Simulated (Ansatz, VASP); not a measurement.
**Hf in VASP and in Ansatz**

```xyz
4
Lattice="3.1589 0.0000 0.0000 0.0000 4.9986 0.0000 0.0000 0.0000 19.6476" Properties=species:S:1:pos:R:3 pbc="T T T"
Hf    0.0000    3.7489    8.1569
Hf    1.5795    1.2496    8.9751
Hf    1.5795    3.7489   10.6725
Hf    0.0000    1.2496   11.4907
```

Alike in both runs: functional PBEsol; k mesh 10 × 7 × 1; occupations fermi-dirac, width 0.05 eV; no spin polarisation.

Ansatz relaxed the structure, and its values are those at the end. VASP's run is a single point on that final structure, the one shown.

|  | VASP | Ansatz |
| --- | --- | --- |
| version | VASP 6.6.1 | Ansatz 0.2.0 |
| potentials or method | VASP PAW PBE potentials, release 64 (Hf_pv) | PAW with Ansatz's default frozen-core files, scalar-relativistic |
| plane-wave cutoff (eV) | 520 | 420 |
| valence electrons in the cell | 40 | 104 |

|  | VASP | Ansatz | Ansatz less VASP |
| --- | --- | --- | --- |
| rms of the force components (eV/Å) | 0.022 | 0.004 | -0.0176 |

VASP's potentials were made for PBE, not for PBEsol. With one functional, cell and mesh, what is left measures potentials, basis and numerics. VASP's potentials hold 40 valence electrons a cell and Ansatz's 104, so a difference there can come from the potentials and not from the codes. Ansatz's warnings: stress scf threshold loose, xc potential rough in thin density.

Spin-orbit coupling is off throughout.
